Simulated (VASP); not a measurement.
A run of VASP 6.6.1:

Contents of INCAR:

```
ALGO = Normal
EDIFF = 1E-6
ENCUT = 520
ISIF = 2
ISMEAR = -1
LASPH = T
LCHARG = F
LREAL = F
LWAVE = F
NBANDS = 12
NELM = 100
PREC = Accurate
SIGMA = 0.03
```

File KPOINTS:

```
k-points
0
Gamma
  10 10 10
```

Contents of POSCAR:

```
LiF
1.0
    0.0000000000      2.0206910790      2.0206910790
    2.0206910790      0.0000000000      2.0206910790
    2.0206910790      2.0206910790      0.0000000000
Li F
1 1
Direct
    0.0000000000      0.0000000000      0.0000000000
    0.5000000000      0.5000000000      0.5000000000
```

Potentials or basis: VASP PAW LDA potentials, release 64 (Li_sv, F).

Launch:

```console
$ cat potpaw_LDA.64/Li_sv/POTCAR potpaw_LDA.64/F/POTCAR > POTCAR
$ mpirun -np 1 vasp_std > vasp.out
```

Hardware: 1 thread of Intel Xeon 8259CL, on a shared host.

Q: How long does it take, and how much memory?

A: Wall time 7 s on 1 thread of Intel Xeon 8259CL, with other jobs on the host, peak memory 0.12 GiB. Counts: scf iterations 11, k points 47.
